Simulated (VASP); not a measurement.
# Se (P3_121) in VASP: single point with r2SCAN

Aim: the single point of Se with r2SCAN.

Everything below comes from runs of VASP 6.6.1. Logs are shortened: lines on timing, memory, paths and dates and some standing lists are left out, and cuts for length are marked.

## 1. The cell of the first run

Symmetry: P3_121, No. 152, trigonal system. Conventional cell: a = 4.369 Å, b = 4.369 Å, c = 4.957 Å, α = 90.00°, β = 90.00°, γ = 120.00°. Se (site symmetry 2) has 2 Se at 2.37 Å within 3.1 Å.

## 2. Single point, r2SCAN

POSCAR reads:

```
Se
1.0
    2.1846300000      3.7838910000      0.0000000000
   -2.1846300000      3.7838910000      0.0000000000
    0.0000000000      0.0000000000      4.9570730000
Se
3
Direct
    0.2254000000      0.7746000000      0.3333300000
    0.0000000000      0.2254000000      0.6666600000
    0.7746000000      0.0000000000      0.0000000000
```

INCAR.step1 reads:

```
SYSTEM = Se
PREC = Accurate
ENCUT = 520
ISMEAR = -1
SIGMA = 0.0183
LREAL = .FALSE.
LASPH = .TRUE.
NELM = 80
NBANDS = 16
GGA = PE
ALGO = Normal
EDIFF = 1E-4
LWAVE = .TRUE.
LCHARG = .FALSE.
```

INCAR.step2 reads:

```
SYSTEM = Se
PREC = Accurate
ENCUT = 520
EDIFF = 1E-6
ISMEAR = -1
SIGMA = 0.0183
LREAL = .FALSE.
LASPH = .TRUE.
NELM = 80
ALGO = Normal
ISIF = 2
LWAVE = .FALSE.
LCHARG = .TRUE.
METAGGA = R2SCAN
LMIXTAU = .TRUE.
LELF = .TRUE.
LVHAR = .TRUE.
NBANDS = 16
ISTART = 1
```

KPOINTS reads:

```
Automatic mesh
0
G
  7 7 5
  0 0 0
```

Potentials or basis: VASP PAW PBE potentials, release 64 (Se).

Run with:

```
> cat potpaw_PBE.64/Se/POTCAR > POTCAR
> cp INCAR.step1 INCAR
> mpirun -np 1 vasp_std > vasp.out
> cp INCAR.step2 INCAR
> mpirun -np 1 vasp_std > vasp.out
```

OUTCAR:

```text
SYSTEM = Se
   PREC = Accurate
   ENCUT = 520
   EDIFF = 1E-6
   ISMEAR = -1
   LREAL = .FALSE.
   LASPH = .TRUE.
   NELM = 80
   ISIF = 2
   METAGGA = R2SCAN
   ISTART = 1

 ion  position               nearest neighbor table
   1  0.225  0.775  0.333-   3 2.37   2 2.37
   2  0.000  0.225  0.667-   1 2.37   3 2.37
   3  0.775  0.000  0.000-   1 2.37   2 2.37

  LATTYP: Found a hexagonal cell.
 ALAT       =     4.3692607312
 C/A-ratio  =     1.1345335756

  Lattice vectors:

 A1 = (   2.1846300000,  -3.7838910000,   0.0000000000)
 A2 = (   2.1846300000,   3.7838910000,   0.0000000000)
 A3 = (   0.0000000000,   0.0000000000,   4.9570730000)

Analysis of symmetry for initial positions (statically):
=====================================================================
 Subroutine PRICEL returns:
 Original cell was already a primitive cell.

 Routine SETGRP: Setting up the symmetry group for a
 hexagonal supercell.

 Subroutine GETGRP returns: Found  2 space group operations
 (whereof  1 operations were pure point group operations)
 out of a pool of 24 trial point group operations.

The static configuration has the point symmetry C_1 .
 The point group associated with its full space group is C_2 .

Analysis of symmetry for dynamics (positions and initial velocities):
=====================================================================
 Subroutine PRICEL returns:
 Original cell was already a primitive cell.

 Routine SETGRP: Setting up the symmetry group for a
 hexagonal supercell.

 Subroutine GETGRP returns: Found  2 space group operations
 (whereof  1 operations were pure point group operations)
 out of a pool of 24 trial point group operations.

The dynamic configuration has the point symmetry C_1 .
 The point group associated with its full space group is C_2 .

 Subroutine INISYM returns: Found  2 space group operations
 (whereof  1 operations are pure point group operations),
 and found     1 'primitive' translations

----------------------------------------------------------------------------------------

                                     Primitive cell

  volume of cell :      81.9543

  direct lattice vectors                    reciprocal lattice vectors
     2.184630000  3.783891000  0.000000000     0.228871708  0.132139113  0.000000000
    -2.184630000  3.783891000  0.000000000    -0.228871708  0.132139113  0.000000000
     0.000000000  0.000000000  4.957073000     0.000000000  0.000000000  0.201731949

  length of vectors
     4.369260731  4.369260731  4.957073000     0.264278270  0.264278270  0.201731949

  position of ions in fractional coordinates (direct lattice)
     0.225400000  0.774600000  0.333330000
     0.000000000  0.225400000  0.666660000
     0.774600000  0.000000000  0.000000000

  ion indices of the primitive-cell ions
   primitive index   ion index
                 1           1
                 2           2
                 3           3

----------------------------------------------------------------------------------------

 KPOINTS: Automatic mesh

Automatic generation of k-mesh.
 Grid dimensions read from file:
 generate k-points for:    7    7    5

 Generating k-lattice:

  Cartesian coordinates                     Fractional coordinates (reciprocal lattice)
     0.032695958  0.018877016  0.000000000     0.142857143 -0.000000000  0.000000000
    -0.032695958  0.018877016  0.000000000    -0.000000000  0.142857143  0.000000000
     0.000000000  0.000000000  0.040346390     0.000000000  0.000000000  0.200000000

  Length of vectors
     0.037754039  0.037754039  0.040346390

  Shift w.r.t. Gamma in fractional coordinates (k-lattice)
     0.000000000  0.000000000  0.000000000

 Subroutine IBZKPT returns following result:
 ===========================================

 Found     72 irreducible k-points:

 Following reciprocal coordinates:
            Coordinates               Weight
  0.000000  0.000000  0.000000      1.000000
  0.142857  0.000000  0.000000      4.000000
  0.142857  0.142857  0.000000      2.000000
  0.285714  0.000000  0.000000      4.000000
  0.285714  0.285714  0.000000      2.000000
  0.428571  0.000000  0.000000      4.000000
[... 16 lines left out ...]
  0.285714  0.285714  0.200000      2.000000
 -0.285714 -0.000000  0.200000      4.000000
 [... further k-points ...]
   k-points           NKPTS =     72   k-points in BZ     NKDIM =     72   number of bands    NBANDS=     16
   number of dos      NEDOS =    301   number of ions     NIONS =      3
   total plane-waves  NPLWV =  40960
   dimension x,y,z NGX =    32 NGY =   32 NGZ =   40
   dimension x,y,z NGXF=    64 NGYF=   64 NGZF=   80
   ions per type =               3
   NGX,Y,Z   is equivalent  to a cutoff of  12.18, 12.18, 13.41 a.u.
   NGXF,Y,Z  is equivalent  to a cutoff of  24.35, 24.35, 26.83 a.u.
 SYSTEM =  Se
   PREC   = accura    normal or accurate (medium, high low for compatibility)
   ISTART =      1    job   : 0-new  1-cont  2-samecut
   ICHARG =      0    charge: 1-file 2-atom 10-const
   ISPIN  =      1    spin polarized calculation?
   LNONCOLLINEAR =      F non collinear calculations
   LSORBIT =      F    spin-orbit coupling
   LASPH  =      T    aspherical Exc in radial PAW
   ENCUT  =  520.0 eV  38.22 Ry    6.18 a.u.   8.12  8.12  9.22*2*pi/ulx,y,z
   NELM   =     80;   NELMIN=  2; NELMDL=  0     # of ELM steps
   EDIFF  = 0.1E-05   stopping-criterion for ELM
   LREAL  =      F    real-space projection
   EDIFFG = 0.1E-04   stopping-criterion for IOM
   NSW    =      0    number of steps for IOM
   IBRION =     -1    ionic relax: 0-MD 1-quasi-New 2-CG
   NFREE  =      0    steps in history (QN), initial steepest desc. (CG)
   ISIF   =      2    stress and relaxation
   ISYM   =      2    0-nonsym 1-usesym 2-fastsym
   POTIM  = 0.5000    time-step for ionic-motion
   TEBEG  =    0.0;   TEEND  =   0.0 temperature during run
   PSTRESS=    0.0 pullay stress
   NELECT =      18.0000    total number of electrons
   NUPDOWN=      -1.0000    fix difference up-down
   EMIN   =  10.00;   EMAX   =-10.00  energy-range for DOS
   EFERMI =   0.00;   METHOD = LEGACY
   ISMEAR =    -1;   SIGMA  =   0.02  broadening in eV -4-tet -1-fermi 0-gaus
   EFERMI_NEDOS =   21; number of points for ismear=-14 and -15
   IALGO  =     38    algorithm
   IMIX   =      4    mixing-type and parameters
     AMIX     =   0.40;   BMIX     =  1.00
     AMIX_MAG =   1.60;   BMIX_MAG =  1.00
  volume/ion in A,a.u.               =      27.32       184.35
  Fermi-wavevector in a.u.,A,eV,Ry     =   0.987738  1.866554 13.274200  0.975626
  Thomas-Fermi vector in A             =   2.119214
   LORBIT       =      0    0 simple, 1 ext, 2 COOP (PROOUT), +10 PAW based schemes
   METAGGA = R2SCAN    functional components
   LHFCALC =     F    Hartree Fock is set to
   AEXX    =    0.0000 exact exchange contribution
   IVDW    =     0    specifies the selected vdW correction
   LEPSILON=     F    determine dielectric tensor
   LRPA    =     F    only Hartree local field effects (RPA)
 non-spin polarized calculation
  energy-cutoff  :      520.00
  volume of cell :       81.95
 maximum number of plane-waves:      2221
   NGX = 17   NGY = 17   NGZ = 19

 number of electron      18.0000001 magnetization

 Free energy of the ion-electron system (eV)
  ---------------------------------------------------
  ext. energy  EPLUGINS =         0.00000000
  ---------------------------------------------------
  free energy    TOTEN  =       -42.91364960 eV

  energy without entropy =      -42.91364960  energy(sigma->0) =      -42.91364960

 E-fermi :   2.7467     XC(G=0):  -9.2682

 val. band max:        2.3238341891   @ k =   0.4286   0.4286   0.4000
 cond. band min:       3.8403595638   @ k =   0.0000   0.0000   0.4000
 fundamental gap:      1.5165253747
 Fermi energy:         2.7467215045

 k-point     1 :       0.0000    0.0000    0.0000
  band No.  band energies     occupation
      1     -14.0956      2.00000
      2      -9.7551      2.00000
      3      -9.7550      2.00000
      4      -1.5930      2.00000
      5      -1.5930      2.00000
      6      -1.4900      2.00000
[... 8 lines left out ...]
     15       9.3228      0.00000
     16      11.3047      0.00000

 k-point     2 :       0.1429    0.0000    0.0000
  band No.  band energies     occupation
      1     -14.0146      2.00000
      2      -9.8304      2.00000
      3      -9.7470      2.00000
      4      -2.1825      2.00000
      5      -1.8500      2.00000
      6      -1.3080      2.00000
[... 8 lines left out ...]
     15      10.1106      0.00000
     16      11.2741      0.00000

 k-point     3 :       0.1429    0.1429    0.0000
  band No.  band energies     occupation
      1     -14.0146      2.00000
      2      -9.8305      2.00000
      3      -9.7469      2.00000
      4      -2.1824      2.00000
      5      -1.8500      2.00000
      6      -1.3080      2.00000
[... 8 lines left out ...]
     15      10.1105      0.00000
     16      11.2741      0.00000

 k-point     4 :       0.2857    0.0000    0.0000
  band No.  band energies     occupation
      1     -13.8143      2.00000
      2     -10.0351      2.00000
      3      -9.7281      2.00000
      4      -2.7265      2.00000
      5      -2.2244      2.00000
      6      -1.3355      2.00000
[... 8 lines left out ...]
     15      11.1683      0.00000
     16      12.0611      0.00000

 k-point     5 :       0.2857    0.2857    0.0000
  band No.  band energies     occupation
      1     -13.8143      2.00000
      2     -10.0352      2.00000
      3      -9.7281      2.00000
      4      -2.7265      2.00000
      5      -2.2244      2.00000
      6      -1.3355      2.00000
[... 8 lines left out ...]
     15      11.1683      0.00000
     16      12.0610      0.00000

 k-point     6 :       0.4286    0.0000    0.0000
  band No.  band energies     occupation
      1     -13.6292      2.00000
      2     -10.2402      2.00000
      3      -9.7123      2.00000
      4      -2.9284      2.00000
      5      -2.4624      2.00000
      6      -1.2385      2.00000
[... 8 lines left out ...]
     15      12.2625      0.00000
     16      12.9652      0.00000
[... 267 lines left out ...]
 k-point    21 :      -0.1429   -0.1429    0.2000
  band No.  band energies     occupation
      1     -13.8180      2.00000
      2     -11.1175      2.00000
      3      -8.5417      2.00000
      4      -2.3382      2.00000
      5      -1.8259      2.00000
      6      -1.1587      2.00000
[... 8 lines left out ...]
     15      10.2891      0.00000
     16      10.4327      0.00000

 k-point    22 :       0.2857    0.0000    0.2000
  band No.  band energies     occupation
      1     -13.6252      2.00000
      2     -11.0658      2.00000
      3      -8.8438      2.00000
      4      -2.7047      2.00000
      5      -2.3135      2.00000
      6      -1.1023      2.00000
[... 8 lines left out ...]
     15      10.7659      0.00000
     16      11.3340      0.00000

 k-point    23 :       0.2857    0.2857    0.2000
  band No.  band energies     occupation
      1     -13.6222      2.00000
      2     -11.0928      2.00000
      3      -8.7837      2.00000
      4      -2.8259      2.00000
      5      -2.5138      2.00000
      6      -1.2768      2.00000
[... 8 lines left out ...]
     15      10.9925      0.00000
     16      11.9496      0.00000

 k-point    24 :      -0.2857   -0.0000    0.2000
  band No.  band energies     occupation
      1     -13.6222      2.00000
      2     -11.0927      2.00000
      3      -8.7837      2.00000
      4      -2.8258      2.00000
      5      -2.5138      2.00000
      6      -1.2768      2.00000
[... 8 lines left out ...]
     15      10.9926      0.00000
     16      11.9495      0.00000

 [... further k-points ...]

------------------------ aborting loop because EDIFF is reached ----------------------------------------

  FORCE on cell =-STRESS in cart. coord.  units (eV):
  Direction    XX          YY          ZZ          XY          YZ          ZX
  --------------------------------------------------------------------------------------
  -------------------------------------------------------------------------------------
  Total        0.4767877      0.4766326      0.8652085      0.0000000      0.0003367      0.0000000
  in kB        9.3210277      9.3179961     16.9145139      0.0000000      0.0065831      0.0000000
  external PRESSURE =      11.8511792 kB  Pullay stress =       0.0000000 kB

 VOLUME and BASIS-vectors are now :
 -----------------------------------------------------------------------------
  energy-cutoff  :      520.00
  volume of cell :       81.95
      direct lattice vectors                 reciprocal lattice vectors
     2.184630000  3.783891000  0.000000000     0.228871708  0.132139113  0.000000000
    -2.184630000  3.783891000  0.000000000    -0.228871708  0.132139113  0.000000000
     0.000000000  0.000000000  4.957073000     0.000000000  0.000000000  0.201731949

 POSITION                                       TOTAL-FORCE (eV/Angst)
 -----------------------------------------------------------------------------------
     -1.19980      3.78389      1.65234         0.034050      0.000000      0.000000
     -0.49242      0.85289      3.30468        -0.017025      0.029416      0.000236
      1.69221      2.93100      0.00000        -0.017025     -0.029416     -0.000236
 -----------------------------------------------------------------------------------
    total drift:                                0.000051      0.000000     -0.000000

  FREE ENERGIE OF THE ION-ELECTRON SYSTEM (eV)
  ---------------------------------------------------
  free  energy   TOTEN  =       -42.9136496031 eV

  energy  without entropy=      -42.9136496031  energy(sigma->0) =      -42.91364960
```

It took 2.7 min on 1 thread of Oxide Virtual Turin-like, shared host; peak memory 0.21 GiB.

What came out:

```
Free energy            : -42.9136 eV
Pressure               : 1.2 GPa
Largest force          : 0.034 eV/Å
Band gap on the k mesh : 1.52 eV (least direct gap 1.86 eV)
```

Forces in eV/Å, atoms in the order of the input:
```
Se   0.034  0.000  0.000
Se  -0.017  0.029  0.000
Se  -0.017 -0.029  0.000
```

Stress tensor (GPa, compression positive):
```
0.93 0.00 0.00
0.00 0.93 0.00
0.00 0.00 1.69
```

Caveat: the PAW data sets were made with another functional, which shifts forces and pressure a little. A k mesh can miss the band edges.
